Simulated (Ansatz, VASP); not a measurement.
CrAgO2 in VASP and in Ansatz

INCAR

```
SYSTEM = CrAgO2
PREC = Accurate ; ENCUT = 520
EDIFF = 1E-6 ; ISMEAR = 0
SIGMA = 0.05 ; LREAL = .FALSE.
LASPH = .TRUE. ; NELM = 150
ALGO = Normal ; ISIF = 2
LWAVE = .FALSE. ; LCHARG = .TRUE.
ISPIN = 2 ; MAGMOM = 2.72 0 -0.03 -0.03
LORBIT = 11 ; LMAXMIX = 4
LDAU = .TRUE. ; LDAUTYPE = 1
LDAUL = 2 -1 -1 ; LDAUU = 6 0 0
LDAUJ = 0.7 0 0 ; LDAUPRINT = 1
LELF = .TRUE. ; LVHAR = .TRUE.
NBANDS = 30
```

File KPOINTS:

```
Automatic mesh
0
G
  7 7 7
  0 0 0
```

Contents of POSCAR:

```
CrAgO2
1.0
    1.4925004200      0.8616955200      6.1699979900
   -1.4925004200      0.8616955200      6.1699979900
    0.0000000000     -1.7233910300      6.1699979900
Cr Ag O
1 1 2
Direct
    0.5000000000      0.5000000000      0.5000000000
    0.0000000000      0.0000000000      0.0000000000
    0.1119000000      0.1119000000      0.1119000000
    0.8881000000      0.8881000000      0.8881000000
```

Input for Ansatz:

```yaml
crystal:
  lattice:
    - [1.49250042, 0.86169552, 6.16999799]
    - [-1.49250042, 0.86169552, 6.16999799]
    - [0.0, -1.72339103, 6.16999799]
  atoms:
    - { symbol: Cr, position: [0.5, 0.5, 0.5], spin: 3.0 }
    - { symbol: Ag, position: [0.0, 0.0, 0.0] }
    - { symbol: O, position: [0.1119, 0.1119, 0.1119] }
    - { symbol: O, position: [0.8881, 0.8881, 0.8881] }
basis:
  ecutwfc: 420
  ecutrho_ratio: 4
kpoints:
  mp_grid: { grid: [7, 7, 7] }
hamiltonian:
  xc: lda
  hubbard:
    sites:
      - { site: 0, l: d, u: 6.0, j: 0.7, starting_ns: [{ spin: up, occupation_matrix: s0up }, { spin: down, occupation_matrix: s0down }] }
    occupation_matrices:
      s0up:
        matrix:
          - [0.02, 0.0, 0.0, 0.0, 0.0]
          - [0.0, 0.97, 0.0, 0.0, 0.0]
          - [0.0, 0.0, 0.02, 0.0, 0.0]
          - [0.0, 0.0, 0.0, 0.97, 0.0]
          - [0.0, 0.0, 0.0, 0.0, 0.97]
      s0down:
        matrix:
          - [0.02, 0.0, 0.0, 0.0, 0.0]
          - [0.0, 0.02, 0.0, 0.0, 0.0]
          - [0.0, 0.0, 0.02, 0.0, 0.0]
          - [0.0, 0.0, 0.0, 0.02, 0.0]
          - [0.0, 0.0, 0.0, 0.0, 0.02]
    ns_hold: { iters: 5 }
scf:
  occupations: { method: gaussian, width: 0.05 }
  lower_state_search: "off"
  max_iter: 150
output:
  forces: true
  stress: true
  eigenvalues: true
  populations: true
  hubbard: { sites: [{ site: 0, l: d }] }
  write_density: true
  write_potential: true
  elf: true
  volumetric_format: npy
magnetization:
  spin_polarized: true
```

Alike in both runs: task single point; functional LDA; k mesh 7 × 7 × 7; occupations gaussian, width 0.05 eV; collinear spin; Hubbard terms Cr d U = 6.0 eV, J = 0.7 eV.

|  | VASP | Ansatz |
| --- | --- | --- |
| version | VASP 6.6.1 | Ansatz 0.2.0 |
| potentials or method | VASP PAW LDA potentials, release 64 (Cr_pv, Ag, O), cutoff 520 eV | scalar-relativistic, plane waves, PAW |
| valence electrons in the cell | 35 | 45 |

```tsv
	VASP	Ansatz	Ansatz less VASP
gap on the k mesh at the Fermi level (eV)	1.84	1.79	-0.054
least direct gap on the mesh (eV)	2.82	2.68	-0.142
pressure (GPa)	-3.7	-5.9	-2.11
traceless stress, the component that is largest in VASP (GPa)	-3.23	-3.18	+0.055
rms of the force components (eV/Å)	0.016	0.116	+0.1005
net moment per atom (μB)	0.75	0.75	0.000
size of the moment on the site where the two differ most (μB)	2.92	2.47	-0.447
```

LDA's correlation is that of Perdew and Zunger in VASP and of Perdew and Wang (1992) in Ansatz. Site moments also hang on the region over which each program counts them. The programs project onto different local orbitals, so the same U acts differently, and such runs can settle in different states. Atom by atom the forces differ by 0.101 eV/Å (rms over components). VASP's potentials hold 35 valence electrons a cell and Ansatz's 45, so a difference there can come from the potentials and not from the codes. Ansatz's warnings: specified occupation not kept, symmetry narrowed by occupation matrices.
